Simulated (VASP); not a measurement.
# Sn (I4/mmm) in VASP: settings compared

Aim: see how the results for Sn move with the level of theory and the settings. Levels: r2SCANh, r2SCAN50, LDA. Tasks: single point.

All numbers are computed with VASP 6.6.1; they aren't measurements. Logs are shortened: lines on timing, memory, paths and dates and some standing lists are left out, and cuts for length are marked.

### Step 1. The cell of the first run

It takes space group I4/mmm (No. 139, tetragonal). The conventional cell has a = 4.058 Å, b = 4.058 Å, c = 3.322 Å, α = 90.00°, β = 90.00°, γ = 90.00°. Sn (site symmetry 4/mmm) has 14 Sn at 3.32 to 4.06 Å within 4.4 Å.

### Step 2. Single point, r2SCANh

Input file POSCAR:

```
Sn
1.0
   -2.0291894110      2.0291894110      1.6607599896
    2.0291894110     -2.0291894110      1.6607599896
    2.0291894110      2.0291894110     -1.6607599896
Sn
1
Direct
    0.0000000000      0.0000000000      0.0000000000
```

Input file INCAR.step1:

```
SYSTEM = Sn
  PREC = Accurate
  ENCUT = 520
  EDIFF = 1E-5
  ISMEAR = -1
  SIGMA = 0.05
  LREAL = .FALSE.
  LASPH = .TRUE.
  NELM = 80
  ALGO = Normal
  ISIF = 2
  LWAVE = .TRUE.
  NBANDS = 13
  GGA = PE
```

Input file INCAR.step2:

```
SYSTEM = Sn
  PREC = Accurate
  ENCUT = 520
  EDIFF = 1E-6
  ISMEAR = -1
  SIGMA = 0.05
  LREAL = .FALSE.
  LASPH = .TRUE.
  NELM = 80
  ALGO = Normal
  ISIF = 2
  LWAVE = .FALSE.
  LCHARG = .TRUE.
  METAGGA = R2SCAN
  LHFCALC = .TRUE.
  AEXX = 0.1
  LMIXTAU = .TRUE.
  PRECFOCK = Normal
  LELF = .TRUE.
  LVHAR = .TRUE.
  NBANDS = 13
  ISTART = 1
```

Input file KPOINTS:

```
Automatic mesh
0
G
  5 5 5
  0 0 0
```

Potentials or basis: VASP PAW PBE potentials, release 64 (Sn_d).

The run is started by

```sh
cat potpaw_PBE.64/Sn_d/POTCAR > POTCAR
cp INCAR.step1 INCAR
mpirun -np 1 vasp_std > vasp.out
cp INCAR.step2 INCAR
mpirun -np 1 vasp_std > vasp.out
```

OUTCAR:

```text
SYSTEM = Sn
   PREC = Accurate
   ENCUT = 520
   EDIFF = 1E-6
   ISMEAR = -1
   LREAL = .FALSE.
   LASPH = .TRUE.
   NELM = 80
   ISIF = 2
   METAGGA = R2SCAN
   LHFCALC = .TRUE.
   AEXX = 0.1
   PRECFOCK = Normal
   ISTART = 1

 ion  position               nearest neighbor table
   1  0.000  0.000  0.000-

  LATTYP: Found a body centered tetragonal cell.
 ALAT       =     4.0583788220
 C/A-ratio  =     0.8184351745

  Lattice vectors:

 A1 = (  -2.0291894110,   2.0291894110,   1.6607599896)
 A2 = (   2.0291894110,  -2.0291894110,   1.6607599896)
 A3 = (   2.0291894110,   2.0291894110,  -1.6607599896)

Analysis of symmetry for initial positions (statically):
=====================================================================
 Subroutine PRICEL returns:
 Original cell was already a primitive cell.

 Routine SETGRP: Setting up the symmetry group for a
 body centered tetragonal supercell.

 Subroutine GETGRP returns: Found 16 space group operations
 (whereof 16 operations were pure point group operations)
 out of a pool of 16 trial point group operations.

The static configuration has the point symmetry D_4h.

Analysis of symmetry for dynamics (positions and initial velocities):
=====================================================================
 Subroutine PRICEL returns:
 Original cell was already a primitive cell.

 Routine SETGRP: Setting up the symmetry group for a
 body centered tetragonal supercell.

 Subroutine GETGRP returns: Found 16 space group operations
 (whereof 16 operations were pure point group operations)
 out of a pool of 16 trial point group operations.

The dynamic configuration has the point symmetry D_4h.

 Subroutine INISYM returns: Found 16 space group operations
 (whereof 16 operations are pure point group operations),
 and found     1 'primitive' translations

----------------------------------------------------------------------------------------

                                     Primitive cell

  volume of cell :      27.3534

  direct lattice vectors                    reciprocal lattice vectors
    -2.029189411  2.029189411  1.660759990     0.000000000  0.246403809  0.301066983
     2.029189411 -2.029189411  1.660759990     0.246403809  0.000000000  0.301066983
     2.029189411  2.029189411 -1.660759990     0.246403809  0.246403809  0.000000000

[... 87 lines left out ...]
   EMIN   =  10.00;   EMAX   =-10.00  energy-range for DOS
   EFERMI =   0.00;   METHOD = LEGACY
   ISMEAR =    -1;   SIGMA  =   0.05  broadening in eV -4-tet -1-fermi 0-gaus
   EFERMI_NEDOS =   21; number of points for ismear=-14 and -15
   IALGO  =     38    algorithm
   IMIX   =      1    mixing-type and parameters
     AMIX     =   0.40;   BMIX     =  1.00
     AMIX_MAG =   1.60;   BMIX_MAG =  1.00
  volume/ion in A,a.u.               =      27.35       184.59
  Fermi-wavevector in a.u.,A,eV,Ry     =   1.309524  2.474642 23.331997  1.714853
  Thomas-Fermi vector in A             =   2.440117
   LORBIT       =      0    0 simple, 1 ext, 2 COOP (PROOUT), +10 PAW based schemes
   METAGGA = R2SCAN    functional components
   LHFCALC =     T    Hartree Fock is set to
   PRECFOCK=normal    Normal, Fast or Accurate (Low or Medium for compatibility)
   ENCUT4O =  -1.0   cutoff for four orbital integrals eV
   NKREDX  =     1    reduce k-point grid by
   NKREDY  =     1    reduce k-point grid by
   NKREDZ  =     1    reduce k-point grid by
   AEXX    =    0.1000 exact exchange contribution
   HFSCREEN=    0.0000 screening length (either q_TF or 0.3 A-1)
   HFSCREENC=   0.0000 screening length for correlation (either q_TF or 0.3 A-1)
   ENCUTFOCK=  -1.0 apply spherical cutoff to Coloumb kernel
   IVDW    =     0    specifies the selected vdW correction
   LEPSILON=     F    determine dielectric tensor
   LRPA    =     F    only Hartree local field effects (RPA)
 non-spin polarized calculation
  energy-cutoff  :      520.00
  volume of cell :       27.35
 maximum number of plane-waves:       754
 NGX is ok and might be reduce to    28
  NGX = 20; NGY = 20; NGZ = 20

 number of electron      14.0000001 magnetization

 Free energy of the ion-electron system (eV)
  ---------------------------------------------------
  ext. energy  EPLUGINS =         0.00000000
  ---------------------------------------------------
  free energy    TOTEN  =       -22.72758708 eV

  energy without entropy =      -22.71861884  energy(sigma->0) =      -22.72310296

 E-fermi :   7.6631     XC(G=0): -10.2310

 val. band max:        7.5294330322   @ k =  -0.2000   0.4000   0.2000
 cond. band min:       7.7268237146   @ k =   0.4000   0.2000   0.0000
 fundamental gap:      0.1973906824
 Fermi energy:         7.6631420772

 k-point     1 :       0.0000    0.0000    0.0000
  band No.  band energies     occupation
      1     -15.3469      2.00000
      2     -15.2532      2.00000
      3     -15.2532      2.00000
      4     -15.2453      2.00000
      5     -15.1337      2.00000
      6      -4.3669      2.00000
      7      15.4800      0.00000
      8      15.4800      0.00000
      9      18.3424      0.00000
     10      18.9427      0.00000
     11      20.5561      0.00000
     12      21.6467      0.00000
     13      21.6467      0.00000
[... 258 lines left out ...]
  band No.  band energies     occupation
      1     -15.2984      2.00000
      2     -15.2921      2.00000
      3     -15.1348      2.00000
      4     -15.1348      2.00000
      5     -15.0971      2.00000
      6       4.2222      2.00000
      7       6.6548      2.00000
      8       6.6548      2.00000
      9       7.1576      1.99992
     10      12.0566      0.00000
     11      19.5432      0.00000
     12      25.7946      0.00000
     13      26.9488      0.00000

------------------------ aborting loop because EDIFF is reached ----------------------------------------

  FORCE on cell =-STRESS in cart. coord.  units (eV):
  Direction    XX          YY          ZZ          XY          YZ          ZX
  --------------------------------------------------------------------------------------
  -------------------------------------------------------------------------------------
  Total       -0.0453312     -0.0453312      0.5628223      0.0000000      0.0000000      0.0000000
  in kB       -2.6551906     -2.6551906     32.9662750      0.0000000      0.0000000      0.0000000
  external PRESSURE =       9.2186313 kB  Pullay stress =       0.0000000 kB

 VOLUME and BASIS-vectors are now :
 -----------------------------------------------------------------------------
  energy-cutoff  :      520.00
  volume of cell :       27.35
      direct lattice vectors                 reciprocal lattice vectors
    -2.029189411  2.029189411  1.660759990     0.000000000  0.246403809  0.301066983
     2.029189411 -2.029189411  1.660759990     0.246403809  0.000000000  0.301066983
     2.029189411  2.029189411 -1.660759990     0.246403809  0.246403809  0.000000000

 POSITION                                       TOTAL-FORCE (eV/Angst)
 -----------------------------------------------------------------------------------
      0.00000      0.00000      0.00000         0.000000     -0.000000      0.000000
 -----------------------------------------------------------------------------------
    total drift:                               -0.000000     -0.000000      0.000000

  FREE ENERGIE OF THE ION-ELECTRON SYSTEM (eV)
  ---------------------------------------------------
  free  energy   TOTEN  =       -22.7275870806 eV

  energy  without entropy=      -22.7186188362  energy(sigma->0) =      -22.72310296
```

It took 21 min on 1 thread of Intel Xeon 8259CL, shared host; peak memory 0.17 GiB.

Results:

| Property | Result |
| --- | --- |
| Free energy | -22.7276 eV |
| Pressure | 0.9 GPa |
| Band gap on the k mesh | zero (bands 7 and 8 overlap by 8.83 eV) |

Stress tensor (GPa, compression positive):
```
-0.27  0.00  0.00
 0.00 -0.27  0.00
 0.00  0.00  3.30
```

Levels at points of the mesh, in eV from the Fermi level:
| k point | band 3 | band 4 | band 5 | band 6 | band 7 | band 8 | band 9 | band 10 | band 11 | band 12 |
| --- | --- | --- | --- | --- | --- | --- | --- | --- | --- | --- |
| (0.00, 0.00, 0.00) | -22.92 | -22.91 | -22.80 | -12.03 | 7.82 | 7.82 | 10.68 | 11.28 | 12.89 | 13.98 |

Caveat: the k points lie up to 0.49 Å⁻¹ apart, too coarse for converged energies and pressures of a metal; the PAW data sets were made with another functional, which shifts forces and pressure a little; spin-orbit coupling is left out, which moves the levels of the heavy elements.

### Step 3. Single point, r2SCAN50

POSCAR is that of step 2.

Input file INCAR.step1:

```
PREC = Accurate ; ENCUT = 520
EDIFF = 1E-5 ; ISMEAR = -1
SIGMA = 0.05 ; LREAL = F
LASPH = T ; NELM = 60
ALGO = Normal ; ISIF = 2
LWAVE = T ; LCHARG = F
NBANDS = 13 ; GGA = PE
```

Input file INCAR.step2:

```
PREC = Accurate ; ENCUT = 520
EDIFF = 1E-6 ; ISMEAR = -1
SIGMA = 0.05 ; LREAL = F
LASPH = T ; NELM = 60
ALGO = Normal ; ISIF = 2
LWAVE = F ; LCHARG = F
METAGGA = R2SCAN ; LHFCALC = T
AEXX = 0.5 ; LMIXTAU = T
PRECFOCK = Normal ; NBANDS = 13
ISTART = 1
```

Input file KPOINTS:

```
regular mesh
0
Gamma
  5 5 5
```

Potentials or basis: VASP PAW PBE potentials, release 64 (Sn_d).

The run is started by

```sh
cat potpaw_PBE.64/Sn_d/POTCAR > POTCAR
cp INCAR.step1 INCAR
mpirun -np 1 vasp_std > vasp.out
cp INCAR.step2 INCAR
mpirun -np 1 vasp_std > vasp.out
```

OUTCAR:

```text
PREC = Accurate
   ENCUT = 520
   EDIFF = 1E-6
   ISMEAR = -1
   LREAL = F
   LASPH = T
   NELM = 60
   ISIF = 2
   METAGGA = R2SCAN
   LHFCALC = T
   AEXX = 0.5
   PRECFOCK = Normal
   ISTART = 1

 ion  position               nearest neighbor table
   1  0.000  0.000  0.000-

  LATTYP: Found a body centered tetragonal cell.
 ALAT       =     4.0583788220
 C/A-ratio  =     0.8184351745

  Lattice vectors:

 A1 = (  -2.0291894110,   2.0291894110,   1.6607599896)
 A2 = (   2.0291894110,  -2.0291894110,   1.6607599896)
 A3 = (   2.0291894110,   2.0291894110,  -1.6607599896)

Analysis of symmetry for initial positions (statically):
=====================================================================
 Subroutine PRICEL returns:
 Original cell was already a primitive cell.

 Routine SETGRP: Setting up the symmetry group for a
 body centered tetragonal supercell.

 Subroutine GETGRP returns: Found 16 space group operations
 (whereof 16 operations were pure point group operations)
 out of a pool of 16 trial point group operations.

The static configuration has the point symmetry D_4h.

Analysis of symmetry for dynamics (positions and initial velocities):
=====================================================================
 Subroutine PRICEL returns:
 Original cell was already a primitive cell.

 Routine SETGRP: Setting up the symmetry group for a
 body centered tetragonal supercell.

 Subroutine GETGRP returns: Found 16 space group operations
 (whereof 16 operations were pure point group operations)
 out of a pool of 16 trial point group operations.

The dynamic configuration has the point symmetry D_4h.

 Subroutine INISYM returns: Found 16 space group operations
 (whereof 16 operations are pure point group operations),
 and found     1 'primitive' translations

----------------------------------------------------------------------------------------

                                     Primitive cell

  volume of cell :      27.3534

  direct lattice vectors                    reciprocal lattice vectors
    -2.029189411  2.029189411  1.660759990     0.000000000  0.246403809  0.301066983
     2.029189411 -2.029189411  1.660759990     0.246403809  0.000000000  0.301066983
     2.029189411  2.029189411 -1.660759990     0.246403809  0.246403809  0.000000000

  length of vectors
     3.315621069  3.315621069  3.315621069     0.389045197  0.389045197  0.348467608

  position of ions in fractional coordinates (direct lattice)
     0.000000000  0.000000000  0.000000000

  ion indices of the primitive-cell ions
   primitive index   ion index
                 1           1

----------------------------------------------------------------------------------------

 KPOINTS: regular mesh

Automatic generation of k-mesh.
 Grid dimensions read from file:
 generate k-points for:    5    5    5

 Generating k-lattice:

[... 35 lines left out ...]
 -0.400000 -0.400000  0.400000      2.000000
   k-points           NKPTS =     18   k-points in BZ     NKDIM =    125   number of bands    NBANDS=     13
   number of dos      NEDOS =    301   number of ions     NIONS =      1
   total plane-waves  NPLWV =  21952
   dimension x,y,z NGX =    28 NGY =   28 NGZ =   28
   dimension x,y,z NGXF=    56 NGYF=   56 NGZF=   56
   ions per type =               1
   NGX,Y,Z   is equivalent  to a cutoff of  14.04, 14.04, 14.04 a.u.
   NGXF,Y,Z  is equivalent  to a cutoff of  28.08, 28.08, 28.08 a.u.
 SYSTEM =  unknown system
   PREC   = accura    normal or accurate (medium, high low for compatibility)
   ISTART =      1    job   : 0-new  1-cont  2-samecut
   ICHARG =      0    charge: 1-file 2-atom 10-const
   ISPIN  =      1    spin polarized calculation?
   LNONCOLLINEAR =      F non collinear calculations
   LSORBIT =      F    spin-orbit coupling
   LASPH  =      T    aspherical Exc in radial PAW
   ENCUT  =  520.0 eV  38.22 Ry    6.18 a.u.   6.16  6.16  6.16*2*pi/ulx,y,z
   NELM   =     60;   NELMIN=  2; NELMDL=  0     # of ELM steps
   EDIFF  = 0.1E-05   stopping-criterion for ELM
   LREAL  =      F    real-space projection
   EDIFFG = 0.1E-04   stopping-criterion for IOM
   NSW    =      0    number of steps for IOM
   IBRION =     -1    ionic relax: 0-MD 1-quasi-New 2-CG
   NFREE  =      0    steps in history (QN), initial steepest desc. (CG)
   ISIF   =      2    stress and relaxation
   ISYM   =      3    0-nonsym 1-usesym 2-fastsym
   POTIM  = 0.5000    time-step for ionic-motion
   TEBEG  =    0.0;   TEEND  =   0.0 temperature during run
   PSTRESS=    0.0 pullay stress
   NELECT =      14.0000    total number of electrons
   NUPDOWN=      -1.0000    fix difference up-down
   EMIN   =  10.00;   EMAX   =-10.00  energy-range for DOS
   EFERMI =   0.00;   METHOD = LEGACY
   ISMEAR =    -1;   SIGMA  =   0.05  broadening in eV -4-tet -1-fermi 0-gaus
   EFERMI_NEDOS =   21; number of points for ismear=-14 and -15
   IALGO  =     38    algorithm
   IMIX   =      1    mixing-type and parameters
     AMIX     =   0.40;   BMIX     =  1.00
     AMIX_MAG =   1.60;   BMIX_MAG =  1.00
  volume/ion in A,a.u.               =      27.35       184.59
  Fermi-wavevector in a.u.,A,eV,Ry     =   1.309524  2.474642 23.331997  1.714853
  Thomas-Fermi vector in A             =   2.440117
   LORBIT       =      0    0 simple, 1 ext, 2 COOP (PROOUT), +10 PAW based schemes
   METAGGA = R2SCAN    functional components
   LHFCALC =     T    Hartree Fock is set to
   PRECFOCK=normal    Normal, Fast or Accurate (Low or Medium for compatibility)
   ENCUT4O =  -1.0   cutoff for four orbital integrals eV
   NKREDX  =     1    reduce k-point grid by
   NKREDY  =     1    reduce k-point grid by
   NKREDZ  =     1    reduce k-point grid by
   AEXX    =    0.5000 exact exchange contribution
   HFSCREEN=    0.0000 screening length (either q_TF or 0.3 A-1)
   HFSCREENC=   0.0000 screening length for correlation (either q_TF or 0.3 A-1)
   ENCUTFOCK=  -1.0 apply spherical cutoff to Coloumb kernel
   IVDW    =     0    specifies the selected vdW correction
   LEPSILON=     F    determine dielectric tensor
   LRPA    =     F    only Hartree local field effects (RPA)
 non-spin polarized calculation
  energy-cutoff  :      520.00
  volume of cell :       27.35
 maximum number of plane-waves:       754
 NGX is ok and might be reduce to    28
  NGX = 20; NGY = 20; NGZ = 20

 number of electron      14.0000001 magnetization

 Free energy of the ion-electron system (eV)
  ---------------------------------------------------
  ext. energy  EPLUGINS =         0.00000000
  ---------------------------------------------------
  free energy    TOTEN  =       -16.32261584 eV

  energy without entropy =      -16.31643649  energy(sigma->0) =      -16.31952617

 E-fermi :   7.9013     XC(G=0):  -6.3108

 val. band max:        6.8409832817   @ k =  -0.2000   0.4000   0.2000
 cond. band min:       7.9746035976   @ k =   0.4000   0.2000   0.0000
 fundamental gap:      1.1336203159
 Fermi energy:         7.9012805292

 k-point     1 :       0.0000    0.0000    0.0000
  band No.  band energies     occupation
      1     -19.4480      2.00000
      2     -19.3467      2.00000
      3     -19.3467      2.00000
      4     -19.3419      2.00000
      5     -19.2264      2.00000
      6      -7.1267      2.00000
      7      17.0447      0.00000
      8      17.0447      0.00000
      9      20.2209      0.00000
     10      20.4604      0.00000
     11      21.9013      0.00000
     12      23.2547      0.00000
     13      23.2547      0.00000
[... 258 lines left out ...]
  band No.  band energies     occupation
      1     -19.4002      2.00000
      2     -19.3932      2.00000
      3     -19.2295      2.00000
      4     -19.2295      2.00000
      5     -19.1965      2.00000
      6       3.0399      2.00000
      7       5.8930      2.00000
      8       5.8930      2.00000
      9       6.3471      2.00000
     10      12.7924      0.00000
     11      21.0313      0.00000
     12      27.6947      0.00000
     13      28.7493      0.00000

------------------------ aborting loop because EDIFF is reached ----------------------------------------

  FORCE on cell =-STRESS in cart. coord.  units (eV):
  Direction    XX          YY          ZZ          XY          YZ          ZX
  --------------------------------------------------------------------------------------
  -------------------------------------------------------------------------------------
  Total       -0.3683852     -0.3683852      0.4086426      0.0000000      0.0000000     -0.0000000
  in kB      -21.5774795    -21.5774795     23.9354803      0.0000000      0.0000000     -0.0000000
  external PRESSURE =      -6.4064929 kB  Pullay stress =       0.0000000 kB

 VOLUME and BASIS-vectors are now :
 -----------------------------------------------------------------------------
  energy-cutoff  :      520.00
  volume of cell :       27.35
      direct lattice vectors                 reciprocal lattice vectors
    -2.029189411  2.029189411  1.660759990     0.000000000  0.246403809  0.301066983
     2.029189411 -2.029189411  1.660759990     0.246403809  0.000000000  0.301066983
     2.029189411  2.029189411 -1.660759990     0.246403809  0.246403809  0.000000000

 POSITION                                       TOTAL-FORCE (eV/Angst)
 -----------------------------------------------------------------------------------
      0.00000      0.00000      0.00000         0.000000     -0.000000      0.000000
 -----------------------------------------------------------------------------------
    total drift:                               -0.000000     -0.000000      0.000000

  FREE ENERGIE OF THE ION-ELECTRON SYSTEM (eV)
  ---------------------------------------------------
  free  energy   TOTEN  =       -16.3226158398 eV

  energy  without entropy=      -16.3164364922  energy(sigma->0) =      -16.31952617
```

Run time: 19 min. Hardware: 1 thread of Intel Xeon 8259CL, shared host; peak memory 0.17 GiB.

What came out:

```yaml
Free_energy: -16.3226 eV
Pressure: -0.6 GPa
Band_gap_on_the_k_mesh: zero (bands 7 and 8 overlap by 11.15 eV)
```

Levels at points of the mesh, in eV from the Fermi level:
| k point | band 5 | band 6 | band 7 | band 8 | band 9 | band 10 |
| --- | --- | --- | --- | --- | --- | --- |
| (0.00, 0.00, 0.00) | -27.13 | -15.03 | 9.14 | 9.14 | 12.32 | 12.56 |

Caveat: the k points lie up to 0.49 Å⁻¹ apart, too coarse for converged energies and pressures of a metal; the PAW data sets were made with another functional, which shifts forces and pressure a little; spin-orbit coupling is left out, which moves the levels of the heavy elements.

(Part 1 of 2 ends here.)
